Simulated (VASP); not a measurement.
ZnS, 2 atoms in the cell. The structure is cubic, space group F-43m (No. 216). Conventional cell: a = 5.338 Å, b = 5.338 Å, c = 5.338 Å, α = 90.00°, β = 90.00°, γ = 90.00°. Within 3.1 Å of Zn (site symmetry -43m) lie 4 S at 2.31 Å. S (site symmetry -43m) has 4 Zn at 2.31 Å within 3.1 Å. 

- Program: VASP 6.6.1
- Task: relaxation of cell and atoms
- Functional: r2SCAN
- Potentials or basis: VASP PAW PBE potentials, release 64 (Zn, S)
- Cutoff: 600 eV
- k mesh: 8 × 8 × 8
- Occupations: gaussian, width 0.02 eV
- Spin: no spin polarisation
- Target pressure: 3 GPa
- Dipole correction: no
- Further INCAR settings: ALGO = Normal; EDIFF = 1e-07; IBRION = 2; EDIFFG = -0.008; NSW = 70; ISIF = 3

Potentials or basis: VASP PAW PBE potentials, release 64 (Zn, S).

The run is started by

```sh
$ cat potpaw_PBE.64/Zn/POTCAR potpaw_PBE.64/S/POTCAR > POTCAR
$ cp INCAR.step1 INCAR
$ mpirun -np 1 vasp_std > vasp.out
$ cp INCAR.step2 INCAR
$ mpirun -np 1 vasp_std > vasp.out
```

Hardware: 1 thread of Intel(R) Xeon(R) 6975P-C (Granite Rapids), with other jobs on the host.

Problem. Estimate the wall time of this run.

Solution. Wall time 120 s on 1 thread of Intel(R) Xeon(R) 6975P-C (Granite Rapids), on a shared host, peak memory 0.18 GiB. Counts: k points 29, ion steps 4.
